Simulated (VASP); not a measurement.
# Be2C (Fm-3m) in VASP: a series of runs

Be2C is run at these levels: PBEsol, LDA, r2SCAN, HSE06; tasks: relaxation of cell and atoms, single point.

All numbers are computed with VASP 6.6.1; they aren't measurements. Logs are shortened: lines on timing, memory, paths and dates and some standing lists are left out, and cuts for length are marked.

### Step 1. The cell of the first run

Symmetry: Fm-3m, No. 225, cubic system. The conventional cell has a = 4.328 Å, b = 4.328 Å, c = 4.328 Å, α = 90.00°, β = 90.00°, γ = 90.00°. Within 2.5 Å of Be (site symmetry -43m) lie 4 C at 1.87 Å and 6 Be at 2.16 Å. C (site symmetry m-3m) has 8 Be at 1.87 Å within 2.5 Å.

### Step 2. Relaxation of cell and atoms, PBEsol

File INCAR:

```
ALGO     = Normal         # electronic algorithm
EDIFF    = 1E-7           # SCF threshold, eV
EDIFFG   = -0.005         # ionic threshold
ENCUT    = 600            # plane-wave cutoff, eV
GGA      = PS             # functional
GGA_COMPAT= False        
IBRION   = 2              # ionic algorithm
ISIF     = 3              # what is computed and relaxed
ISMEAR   = -1             # smearing method
LASPH    = True           # aspherical terms in the spheres
LCHARG   = False          # write CHGCAR
LREAL    = False          # projectors in reciprocal space
LWAVE    = False          # write WAVECAR
NELM     = 120            # most SCF steps
NELMIN   = 4            
NSW      = 80             # ionic steps
PREC     = Accurate       # precision mode
SIGMA    = 0.02           # smearing width, eV
```

File KPOINTS:

```
k-points
0
Gamma
  10 10 10
```

File POSCAR:

```
Be2C
1.0
    0.0000000000      2.1641921597      2.1641921597
    2.1641921597      0.0000000000      2.1641921597
    2.1641921597      2.1641921597      0.0000000000
Be C
2 1
Direct
    0.7500000000      0.7500000000      0.7500000000
    0.2500000000      0.2500000000      0.2500000000
    0.0000000000      0.0000000000      0.0000000000
```

Potentials or basis: VASP PAW PBE potentials, release 64 (Be, C).

Started as:

```bash
$ cat potpaw_PBE.64/Be/POTCAR potpaw_PBE.64/C/POTCAR > POTCAR
$ mpirun -np 1 vasp_std > vasp.out
```

OUTCAR:

```text
EDIFF = 1E-7
   EDIFFG = -0.005
   ENCUT = 600
   GGA = PS
   IBRION = 2
   ISIF = 3
   ISMEAR = -1
   LASPH = True
   LREAL = False
   NELM = 120
   NELMIN = 4
   NSW = 80
   PREC = Accurate

 ion  position               nearest neighbor table
   1  0.750  0.750  0.750-   3 1.87   3 1.87   3 1.87   3 1.87   2 2.16   2 2.16   2 2.16   2 2.16
                             2 2.16   2 2.16
   2  0.250  0.250  0.250-   3 1.87   3 1.87   3 1.87   3 1.87   1 2.16   1 2.16   1 2.16   1 2.16
                             1 2.16   1 2.16
   3  0.000  0.000  0.000-   1 1.87   1 1.87   1 1.87   1 1.87   2 1.87   2 1.87   2 1.87   2 1.87

  LATTYP: Found a face centered cubic cell.
 ALAT       =     4.3283843194

  Lattice vectors:

 A1 = (   0.0000000000,   2.1641921597,   2.1641921597)
 A2 = (   2.1641921597,   0.0000000000,   2.1641921597)
 A3 = (   2.1641921597,   2.1641921597,   0.0000000000)

Analysis of symmetry for initial positions (statically):
=====================================================================
 Subroutine PRICEL returns:
 Original cell was already a primitive cell.

 Routine SETGRP: Setting up the symmetry group for a
 face centered cubic supercell.

 Subroutine GETGRP returns: Found 48 space group operations
 (whereof 48 operations were pure point group operations)
 out of a pool of 48 trial point group operations.

The static configuration has the point symmetry O_h .

Analysis of symmetry for dynamics (positions and initial velocities):
=====================================================================
 Subroutine PRICEL returns:
 Original cell was already a primitive cell.

 Routine SETGRP: Setting up the symmetry group for a
 face centered cubic supercell.

 Subroutine GETGRP returns: Found 48 space group operations
 (whereof 48 operations were pure point group operations)
 out of a pool of 48 trial point group operations.

The dynamic configuration has the point symmetry O_h .

 Subroutine INISYM returns: Found 48 space group operations
 (whereof 48 operations are pure point group operations),
 and found     1 'primitive' translations

----------------------------------------------------------------------------------------

                                     Primitive cell

  volume of cell :      20.2730

  direct lattice vectors                    reciprocal lattice vectors
     0.000000000  2.164192160  2.164192160    -0.231033089  0.231033089  0.231033089
     2.164192160  0.000000000  2.164192160     0.231033089 -0.231033089  0.231033089
     2.164192160  2.164192160  0.000000000     0.231033089  0.231033089 -0.231033089

  length of vectors
     3.060629904  3.060629904  3.060629904     0.400161049  0.400161049  0.400161049

  position of ions in fractional coordinates (direct lattice)
     0.750000000  0.750000000  0.750000000
     0.250000000  0.250000000  0.250000000
     0.000000000  0.000000000  0.000000000

  ion indices of the primitive-cell ions
   primitive index   ion index
                 1           1
                 2           2
                 3           3

----------------------------------------------------------------------------------------

 KPOINTS: k-points

Automatic generation of k-mesh.
 Grid dimensions read from file:
 generate k-points for:   10   10   10

 Generating k-lattice:

  Cartesian coordinates                     Fractional coordinates (reciprocal lattice)
    -0.023103309  0.023103309  0.023103309     0.100000000  0.000000000  0.000000000
     0.023103309 -0.023103309  0.023103309     0.000000000  0.100000000  0.000000000
     0.023103309  0.023103309 -0.023103309     0.000000000  0.000000000  0.100000000

  Length of vectors
     0.040016105  0.040016105  0.040016105

  Shift w.r.t. Gamma in fractional coordinates (k-lattice)
     0.000000000  0.000000000  0.000000000

 Subroutine IBZKPT returns following result:
 ===========================================

 Found     47 irreducible k-points:

 Following reciprocal coordinates:
            Coordinates               Weight
  0.000000  0.000000  0.000000      1.000000
  0.100000  0.000000  0.000000      8.000000
  0.200000  0.000000  0.000000      8.000000
  0.300000  0.000000  0.000000      8.000000
  0.400000  0.000000  0.000000      8.000000
  0.500000  0.000000  0.000000      4.000000
[... 16 lines left out ...]
  0.300000  0.300000  0.000000      6.000000
  0.400000  0.300000  0.000000     24.000000
 [... further k-points ...]
   k-points           NKPTS =     47   k-points in BZ     NKDIM =     47   number of bands    NBANDS=      8
   number of dos      NEDOS =    301   number of ions     NIONS =      3
   total plane-waves  NPLWV =  13824
   dimension x,y,z NGX =    24 NGY =   24 NGZ =   24
   dimension x,y,z NGXF=    48 NGYF=   48 NGZF=   48
   ions per type =               2   1
   NGX,Y,Z   is equivalent  to a cutoff of  13.04, 13.04, 13.04 a.u.
   NGXF,Y,Z  is equivalent  to a cutoff of  26.07, 26.07, 26.07 a.u.
 SYSTEM =  unknown system
   PREC   = accura    normal or accurate (medium, high low for compatibility)
   ISTART =      0    job   : 0-new  1-cont  2-samecut
   ICHARG =      2    charge: 1-file 2-atom 10-const
   ISPIN  =      1    spin polarized calculation?
   LNONCOLLINEAR =      F non collinear calculations
   LSORBIT =      F    spin-orbit coupling
   LASPH  =      T    aspherical Exc in radial PAW
   ENCUT  =  600.0 eV  44.10 Ry    6.64 a.u.   6.11  6.11  6.11*2*pi/ulx,y,z
   NELM   =    120;   NELMIN=  4; NELMDL= -5     # of ELM steps
   EDIFF  = 0.1E-06   stopping-criterion for ELM
   LREAL  =      F    real-space projection
   EDIFFG = -.5E-02   stopping-criterion for IOM
   NSW    =     80    number of steps for IOM
   IBRION =      2    ionic relax: 0-MD 1-quasi-New 2-CG
   NFREE  =      1    steps in history (QN), initial steepest desc. (CG)
   ISIF   =      3    stress and relaxation
   ISYM   =      2    0-nonsym 1-usesym 2-fastsym
   POTIM  = 0.5000    time-step for ionic-motion
   TEBEG  =    0.0;   TEEND  =   0.0 temperature during run
   PSTRESS=    0.0 pullay stress
   NELECT =       8.0000    total number of electrons
   NUPDOWN=      -1.0000    fix difference up-down
   EMIN   =  10.00;   EMAX   =-10.00  energy-range for DOS
   EFERMI =   0.00;   METHOD = LEGACY
   ISMEAR =    -1;   SIGMA  =   0.02  broadening in eV -4-tet -1-fermi 0-gaus
   EFERMI_NEDOS =   21; number of points for ismear=-14 and -15
   IALGO  =     38    algorithm
   IMIX   =      4    mixing-type and parameters
     AMIX     =   0.40;   BMIX     =  1.00
     AMIX_MAG =   1.60;   BMIX_MAG =  1.00
  volume/ion in A,a.u.               =       6.76        45.60
  Fermi-wavevector in a.u.,A,eV,Ry     =   1.200786  2.269157 19.618069  1.441887
  Thomas-Fermi vector in A             =   2.336613
   LORBIT       =      0    0 simple, 1 ext, 2 COOP (PROOUT), +10 PAW based schemes
   GGA     = PS    functional components
   LHFCALC =     F    Hartree Fock is set to
   AEXX    =    0.0000 exact exchange contribution
   IVDW    =     0    specifies the selected vdW correction
   LEPSILON=     F    determine dielectric tensor
   LRPA    =     F    only Hartree local field effects (RPA)
 conjugate gradient relaxation of ions
 non-spin polarized calculation
  energy-cutoff  :      600.00
  volume of cell :       20.27
 maximum number of plane-waves:       692
   NGX = 13   NGY = 13   NGZ = 13

--------------------------------------- Ionic step        1  -------------------------------------------

 number of electron       8.0000000 magnetization

 Free energy of the ion-electron system (eV)
  ---------------------------------------------------
  ext. energy  EPLUGINS =         0.00000000
  ---------------------------------------------------
  free energy    TOTEN  =       -18.41199264 eV

  energy without entropy =      -18.41199264  energy(sigma->0) =      -18.41199264

------------------------ aborting loop because EDIFF is reached ----------------------------------------

  FORCE on cell =-STRESS in cart. coord.  units (eV):
  Direction    XX          YY          ZZ          XY          YZ          ZX
  --------------------------------------------------------------------------------------
  -------------------------------------------------------------------------------------
  Total       -0.2429674     -0.2429674     -0.2429674      0.0000000      0.0000000     -0.0000000
  in kB      -19.2017672    -19.2017672    -19.2017672      0.0000000      0.0000000     -0.0000000
  external PRESSURE =     -19.2017672 kB  Pullay stress =       0.0000000 kB
[... 59 lines left out ...]
  energy  without entropy=      -18.4131024391  energy(sigma->0) =      -18.41310244

--------------------------------------- Ionic step        3  -------------------------------------------

 number of electron       8.0000000 magnetization

 Free energy of the ion-electron system (eV)
  ---------------------------------------------------
  ext. energy  EPLUGINS =         0.00000000
  ---------------------------------------------------
  free energy    TOTEN  =       -18.41316301 eV

  energy without entropy =      -18.41316301  energy(sigma->0) =      -18.41316301

 E-fermi :   8.1523     XC(G=0): -11.5530

 val. band max:        7.7918871537   @ k =   0.0000   0.0000   0.0000
 cond. band min:       8.8562566813   @ k =   0.5000   0.5000   0.0000
 fundamental gap:      1.0643695276
 Fermi energy:         8.1522913033

 k-point     1 :       0.0000    0.0000    0.0000
  band No.  band energies     occupation
      1      -7.3169      2.00000
      2       7.7919      2.00000
      3       7.7919      2.00000
      4       7.7919      2.00000
      5      11.8959      0.00000
      6      11.8959      0.00000
      7      11.8959      0.00000
      8      14.6101      0.00000
[... 243 lines left out ...]
 k-point    24 :       0.4000    0.3000    0.0000
  band No.  band energies     occupation
      1      -4.8145      2.00000
      2       2.2625      2.00000
      3       3.5696      2.00000
      4       3.7114      2.00000
      5      10.4388      0.00000
      6      13.5950      0.00000
      7      18.1031      0.00000
      8      18.2698      0.00000

 [... further k-points ...]

------------------------ aborting loop because EDIFF is reached ----------------------------------------

  FORCE on cell =-STRESS in cart. coord.  units (eV):
  Direction    XX          YY          ZZ          XY          YZ          ZX
  --------------------------------------------------------------------------------------
  -------------------------------------------------------------------------------------
  Total        0.0006430      0.0006430      0.0006430     -0.0000000     -0.0000000      0.0000000
  in kB        0.0513040      0.0513040      0.0513040     -0.0000000     -0.0000000      0.0000000
  external PRESSURE =       0.0513040 kB  Pullay stress =       0.0000000 kB
[... 18 lines left out ...]
  FREE ENERGIE OF THE ION-ELECTRON SYSTEM (eV)
  ---------------------------------------------------
  free  energy   TOTEN  =       -18.4131630060 eV

  energy  without entropy=      -18.4131630060  energy(sigma->0) =      -18.41316301

 reached required accuracy - stopping structural energy minimisation
```

It took 7 s on 1 thread of Intel Xeon 6975P-C (Granite Rapids), shared host; peak memory 0.14 GiB.

What came out:

```
Free energy                            : -18.4132 eV
Relaxed volume                         : 6.69 Å³/atom
Relaxed cell                           : a = 3.051 Å, b = 3.051 Å, c = 3.051 Å, α = 60.00°, β = 60.00°, γ = 60.00°
Space group after relaxing (to 0.05 Å) : Fm-3m (No. 225)
Energy gained by relaxing              : 0.4 meV/atom
Ionic steps                            : 3
Pressure after relaxing                : 0.0 GPa
Band gap on the k mesh                 : 1.06 eV, indirect (least direct gap 4.10 eV)
```

Step by step:
| step | energy change (eV) | largest force (eV/Å) | pressure (GPa) | volume (Å³) |
| --- | --- | --- | --- | --- |
| 1 | 0.0000 | 0.0000 | -1.92 | 20.27 |
| 2 | -0.0011 | 0.0000 | 0.46 | 20.04 |
| 3 | -0.0012 | 0.0000 | 0.01 | 20.08 |

Final structure:
```
CELL_PARAMETERS angstrom
0.00000 2.15730 2.15730
2.15730 0.00000 2.15730
2.15730 2.15730 0.00000
ATOMIC_POSITIONS crystal
Be 0.75000 0.75000 0.75000
Be 0.25000 0.25000 0.25000
C 0.00000 0.00000 0.00000
```

Levels at points of the mesh, in eV from the valence-band top:
| k point | band 1 | band 2 | band 3 | band 4 | band 5 | band 6 | band 7 | band 8 |
| --- | --- | --- | --- | --- | --- | --- | --- | --- |
| (0.00, 0.00, 0.00) | -15.11 | 0.00 | 0.00 | 0.00 | 4.10 | 4.10 | 4.10 | 6.82 |
| (0.50, 0.00, 0.00) | -12.20 | -8.83 | -1.85 | -1.85 | 4.97 | 4.97 | 7.12 | 9.76 |
| (0.50, 0.50, 0.00) | -11.45 | -6.82 | -4.80 | -4.80 | 1.06 | 5.79 | 13.31 | 13.31 |

Caveat: the PAW data sets were made with another functional, which shifts forces and pressure a little. As with any semilocal functional, this PBEsol gap is likely too small.

[end of part 1 of 2]
